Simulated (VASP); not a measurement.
# SnS2 (P-3m1) in VASP: notebook, part 2 of 2

VASP 6.6.1. Earlier steps stand in the parts before.

## (3) Relaxation of shape and atoms at fixed volume, r2SCAN (23.67 Å³/atom)

This run uses another cell than the first one, of 23.67 Å³/atom.

POSCAR

```
SnS2
1.0
    3.6361980565      0.0000000000      0.0000000000
   -1.8180990282      3.1490398901      0.0000000000
    0.0000000000      0.0000000000      6.2014590904
Sn S
1 2
Direct
    0.0000000000      0.0000000000      0.0000000000
    0.3333333333      0.6666666667      0.2333701593
    0.6666666667      0.3333333333      0.7666298407
```

INCAR.step1

```
  ALGO = Normal
  EDIFF = 1E-5
  EDIFFG = -0.005
  ENCUT = 550
  GGA = PE
  GGA_COMPAT = F
  IBRION = 2
  ISIF = 3
  ISMEAR = 0
  LASPH = T
  LCHARG = F
  LREAL = F
  LWAVE = T
  NELM = 120
  NELMIN = 4
  NSW = 100
  PREC = Accurate
  SIGMA = 0.02
```

INCAR.step2

```
  ALGO = Normal
  EDIFF = 1E-7
  EDIFFG = -0.01
  ENCUT = 550
  GGA_COMPAT = F
  IBRION = 2
  ISIF = 4
  ISMEAR = 0
  ISTART = 1
  LASPH = T
  LCHARG = F
  LMIXTAU = T
  LREAL = F
  LWAVE = F
  METAGGA = R2SCAN
  NELM = 120
  NELMIN = 4
  NSW = 50
  PREC = Accurate
  SIGMA = 0.02
```

KPOINTS

```
k-points
0
Gamma
  12 12 6
```

Potentials or basis: VASP PAW PBE potentials, release 64 (Sn_d, S).

The run is started by

```console
$ cat potpaw_PBE.64/Sn_d/POTCAR potpaw_PBE.64/S/POTCAR > POTCAR
$ cp INCAR.step1 INCAR
$ mpirun -np 1 vasp_std > vasp.out
$ cp INCAR.step2 INCAR
$ mpirun -np 1 vasp_std > vasp.out
```

OUTCAR:

```text
EDIFF = 1E-7
   EDIFFG = -0.01
   ENCUT = 550
   IBRION = 2
   ISIF = 4
   ISMEAR = 0
   ISTART = 1
   LASPH = T
   LREAL = F
   METAGGA = R2SCAN
   NELM = 120
   NELMIN = 4
   NSW = 50
   PREC = Accurate

 ion  position               nearest neighbor table
   1  0.000  0.000  0.000-   2 2.55   3 2.55   2 2.55   3 2.55   3 2.55   2 2.55
   2  0.333  0.667  0.233-   1 2.55   1 2.55   1 2.55
   3  0.667  0.333  0.767-   1 2.55   1 2.55   1 2.55

  LATTYP: Found a hexagonal cell.
 ALAT       =     3.6361980565
 C/A-ratio  =     1.7054789079

  Lattice vectors:

 A1 = (   3.6361980565,   0.0000000000,   0.0000000000)
 A2 = (  -1.8180990282,   3.1490398901,   0.0000000000)
 A3 = (   0.0000000000,   0.0000000000,   6.2014590904)

Analysis of symmetry for initial positions (statically):
=====================================================================
 Subroutine PRICEL returns:
 Original cell was already a primitive cell.

 Routine SETGRP: Setting up the symmetry group for a
 hexagonal supercell.

 Subroutine GETGRP returns: Found 12 space group operations
 (whereof 12 operations were pure point group operations)
 out of a pool of 24 trial point group operations.

The static configuration has the point symmetry D_3d.

Analysis of symmetry for dynamics (positions and initial velocities):
=====================================================================
 Subroutine PRICEL returns:
 Original cell was already a primitive cell.

 Routine SETGRP: Setting up the symmetry group for a
 hexagonal supercell.

 Subroutine GETGRP returns: Found 12 space group operations
 (whereof 12 operations were pure point group operations)
 out of a pool of 24 trial point group operations.

The dynamic configuration has the point symmetry D_3d.

 Subroutine INISYM returns: Found 12 space group operations
 (whereof 12 operations are pure point group operations),
 and found     1 'primitive' translations

----------------------------------------------------------------------------------------

                                     Primitive cell

  volume of cell :      71.0100

  direct lattice vectors                    reciprocal lattice vectors
     3.636198057  0.000000000  0.000000000     0.275012523  0.158778554  0.000000000
    -1.818099028  3.149039890  0.000000000     0.000000000  0.317557108  0.000000000
     0.000000000  0.000000000  6.201459090     0.000000000  0.000000000  0.161252374

  length of vectors
     3.636198057  3.636198056  6.201459090     0.317557108  0.317557108  0.161252374

  position of ions in fractional coordinates (direct lattice)
     0.000000000  0.000000000  0.000000000
     0.333333333  0.666666667  0.233370159
     0.666666667  0.333333333  0.766629841

  ion indices of the primitive-cell ions
   primitive index   ion index
                 1           1
                 2           2
                 3           3

----------------------------------------------------------------------------------------

 KPOINTS: k-points

Automatic generation of k-mesh.
 Grid dimensions read from file:
 generate k-points for:   12   12    6

 Generating k-lattice:

  Cartesian coordinates                     Fractional coordinates (reciprocal lattice)
     0.022917710  0.013231546  0.000000000     0.083333333  0.000000000  0.000000000
     0.000000000  0.026463092  0.000000000     0.000000000  0.083333333  0.000000000
[... 45 lines left out ...]
   ions per type =               1   2
   NGX,Y,Z   is equivalent  to a cutoff of  12.80, 12.80, 12.87 a.u.
   NGXF,Y,Z  is equivalent  to a cutoff of  25.60, 25.60, 25.74 a.u.
 SYSTEM =  unknown system
   PREC   = accura    normal or accurate (medium, high low for compatibility)
   ISTART =      1    job   : 0-new  1-cont  2-samecut
   ICHARG =      0    charge: 1-file 2-atom 10-const
   ISPIN  =      1    spin polarized calculation?
   LNONCOLLINEAR =      F non collinear calculations
   LSORBIT =      F    spin-orbit coupling
   LASPH  =      T    aspherical Exc in radial PAW
   ENCUT  =  550.0 eV  40.42 Ry    6.36 a.u.   6.95  6.95 11.86*2*pi/ulx,y,z
   NELM   =    120;   NELMIN=  4; NELMDL=  0     # of ELM steps
   EDIFF  = 0.1E-06   stopping-criterion for ELM
   LREAL  =      F    real-space projection
   EDIFFG = -.1E-01   stopping-criterion for IOM
   NSW    =     50    number of steps for IOM
   IBRION =      2    ionic relax: 0-MD 1-quasi-New 2-CG
   NFREE  =      1    steps in history (QN), initial steepest desc. (CG)
   ISIF   =      4    stress and relaxation
   ISYM   =      2    0-nonsym 1-usesym 2-fastsym
   POTIM  = 0.5000    time-step for ionic-motion
   TEBEG  =    0.0;   TEEND  =   0.0 temperature during run
   PSTRESS=    0.0 pullay stress
   NELECT =      26.0000    total number of electrons
   NUPDOWN=      -1.0000    fix difference up-down
   EMIN   =  10.00;   EMAX   =-10.00  energy-range for DOS
   EFERMI =   0.00;   METHOD = LEGACY
   ISMEAR =     0;   SIGMA  =   0.02  broadening in eV -4-tet -1-fermi 0-gaus
   EFERMI_NEDOS =   21; number of points for ismear=-14 and -15
   IALGO  =     38    algorithm
   IMIX   =      4    mixing-type and parameters
     AMIX     =   0.40;   BMIX     =  1.00
     AMIX_MAG =   1.60;   BMIX_MAG =  1.00
  volume/ion in A,a.u.               =      23.67       159.73
  Fermi-wavevector in a.u.,A,eV,Ry     =   1.171187  2.213222 18.662812  1.371678
  Thomas-Fermi vector in A             =   2.307634
   LORBIT       =      0    0 simple, 1 ext, 2 COOP (PROOUT), +10 PAW based schemes
   METAGGA = R2SCAN    functional components
   LHFCALC =     F    Hartree Fock is set to
   AEXX    =    0.0000 exact exchange contribution
   IVDW    =     0    specifies the selected vdW correction
   LEPSILON=     F    determine dielectric tensor
   LRPA    =     F    only Hartree local field effects (RPA)
 conjugate gradient relaxation of ions
 non-spin polarized calculation
 Gauss-broadening in eV      SIGMA  =   0.02
  energy-cutoff  :      550.00
  volume of cell :       71.01
 maximum number of plane-waves:      2094
   NGX = 13   NGY = 13   NGZ = 23

--------------------------------------- Ionic step        1  -------------------------------------------

 number of electron      26.0000000 magnetization

 Free energy of the ion-electron system (eV)
  ---------------------------------------------------
  ext. energy  EPLUGINS =         0.00000000
  ---------------------------------------------------
  free energy    TOTEN  =       -42.21688033 eV

  energy without entropy =      -42.21688033  energy(sigma->0) =      -42.21688033

------------------------ aborting loop because EDIFF is reached ----------------------------------------

  FORCE on cell =-STRESS in cart. coord.  units (eV):
  Direction    XX          YY          ZZ          XY          YZ          ZX
  --------------------------------------------------------------------------------------
  -------------------------------------------------------------------------------------
  Total        1.1591136      1.1591136      0.9844258      0.0000000     -0.0000000      0.0000000
  in kB       26.1527290     26.1527290     22.2113002      0.0000000     -0.0000000      0.0000000
  external PRESSURE =      24.8389194 kB  Pullay stress =       0.0000000 kB
[... 135 lines left out ...]
--------------------------------------- Ionic step        5  -------------------------------------------

 number of electron      26.0000007 magnetization

 Free energy of the ion-electron system (eV)
  ---------------------------------------------------
  ext. energy  EPLUGINS =         0.00000000
  ---------------------------------------------------
  free energy    TOTEN  =       -42.23058826 eV

  energy without entropy =      -42.23058826  energy(sigma->0) =      -42.23058826

 E-fermi :   3.9372     XC(G=0):  -9.9401

 val. band max:        3.7919994795   @ k =   0.0833   0.0833   0.0000
 cond. band min:       5.6752824737   @ k =   0.5000  -0.0000   0.3333
 fundamental gap:      1.8832829943
 Fermi energy:         3.9371771059

 k-point     1 :       0.0000    0.0000    0.0000
  band No.  band energies     occupation
      1     -17.6601      2.00000
      2     -17.6601      2.00000
      3     -17.5946      2.00000
      4     -17.5721      2.00000
      5     -17.5721      2.00000
      6     -10.3391      2.00000
[... 457 lines left out ...]
      4     -17.5768      2.00000
      5     -17.5681      2.00000
      6     -10.0012      2.00000
[... 9 lines left out ...]
     16      10.1603      0.00000
     17      10.3898      0.00000

 [... further k-points ...]

------------------------ aborting loop because EDIFF is reached ----------------------------------------

  FORCE on cell =-STRESS in cart. coord.  units (eV):
  Direction    XX          YY          ZZ          XY          YZ          ZX
  --------------------------------------------------------------------------------------
  -------------------------------------------------------------------------------------
  Total        0.1850551      0.1850551      0.1995622      0.0000000     -0.0000000      0.0000000
  in kB        4.1753419      4.1753419      4.5026618      0.0000000     -0.0000000      0.0000000
  external PRESSURE =       4.2844485 kB  Pullay stress =       0.0000000 kB
[... 18 lines left out ...]
  FREE ENERGIE OF THE ION-ELECTRON SYSTEM (eV)
  ---------------------------------------------------
  free  energy   TOTEN  =       -42.2305882567 eV

  energy  without entropy=      -42.2305882567  energy(sigma->0) =      -42.23058826

 reached required accuracy - stopping structural energy minimisation
```

Wall time 47 min (1 thread of Intel Xeon Platinum 8259CL at 2.50GHz (Skylake/Cascade Lake), shared host); peak memory 0.3 GiB.

What came out:

```yaml
Free_energy: -42.2306 eV
Energy_gained_by_relaxing: 4.6 meV/atom
Ionic_steps: 5
Pressure_after_relaxing: 0.4 GPa
Band_gap_on_the_k_mesh: 1.88 eV (least direct gap 2.24 eV)
```

The path:
```csv
step,energy change (eV),largest force (eV/Å),pressure (GPa),volume (Å³)
1,0.0000,0.3213,2.48,71.01
2,-0.0077,0.1465,1.70,71.01
3,-0.0105,0.0363,0.89,71.01
4,-0.0133,0.0119,0.60,71.01
5,-0.0137,0.0012,0.43,71.01
```

Final structure:
```
Sn S
1.0
     3.66691    0.00000    0.00000
    -1.83346    3.17564    0.00000
     0.00000    0.00000    6.09800
Sn S
1 2
Direct
  0.00000 0.00000 0.00000
  0.33333 0.66667 0.23971
  0.66667 0.33333 0.76029
```

Levels at points of the mesh, in eV from the valence-band top:
| k point | band 11 | band 12 | band 13 | band 14 | band 15 | band 16 |
| --- | --- | --- | --- | --- | --- | --- |
| (0.00, 0.00, 0.00) | -0.24 | -0.24 | -0.02 | 2.52 | 4.28 | 5.95 |
| (0.50, 0.00, 0.00) | -2.46 | -0.73 | -0.22 | 2.06 | 5.15 | 6.68 |
| (0.00, 0.00, 0.50) | -0.62 | -0.15 | -0.15 | 3.48 | 4.34 | 5.77 |
| (0.50, 0.00, 0.50) | -1.75 | -0.55 | -0.45 | 1.91 | 5.34 | 6.28 |

Caveat: the PAW data sets were made with another functional, which shifts forces and pressure a little; spin-orbit coupling is left out, which moves the levels of the heavy elements.
